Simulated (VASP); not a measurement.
Set up this calculation in VASP 6.6.1, as the native input.

```yaml
Task: single point
Functional: PBE
Potentials_or_basis: VASP PAW PBE potentials, release 64 (S, N, O)
Cutoff: 520 eV
k_mesh: 6 × 6 × 6
Occupations: gaussian, width 0.1 eV
Spin: no spin polarisation
Dipole_correction: no
Further_INCAR_settings: ALGO = Normal; EDIFF = 1e-06; NBANDS = 26
```

The structure of S3N2O lies in POSCAR:

```
S3N2O
1.0
    5.8886134092      0.0000000000      0.0000000000
   -2.9443067046      5.0996888053      0.0000000000
    0.0000000000      0.0000000000      3.6847734030
S N O
3 2 1
Direct
    0.5000000000      0.0000000000      0.5000000000
    0.5000000000      0.5000000000      0.5000000000
    0.0000000000      0.5000000000      0.5000000000
    0.3333333333      0.6666666667      0.0000000000
    0.6666666667      0.3333333333      0.0000000000
    0.0000000000      0.0000000000      0.0000000000
```

One way to write it, as run:

INCAR

```
PREC = Accurate
ENCUT = 520
EDIFF = 1E-6
ISMEAR = 0
SIGMA = 0.1
LREAL = False
LASPH = True
NELM = 100
ALGO = Normal
ISIF = 2
LWAVE = False
LCHARG = False
GGA = PE
NBANDS = 26
```

KPOINTS

```
regular mesh
0
Gamma
  6 6 6
```

Potentials or basis: VASP PAW PBE potentials, release 64 (S, N, O).

Run with:

```console
$ cat potpaw_PBE.64/S/POTCAR potpaw_PBE.64/N/POTCAR potpaw_PBE.64/O/POTCAR > POTCAR
$ mpirun -np 1 vasp_std > vasp.out
```

It gave:

```json
{
 "Pressure": "-17.8 GPa",
 "Band gap on the k mesh": "zero (bands 17 and 18 overlap by 0.17 eV)"
}
```

Caveat: the cell stands under tension.

Wall time 44 s on 1 thread of Intel(R) Xeon(R) 6975P-C (Granite Rapids), on a shared host, peak memory 0.27 GiB.
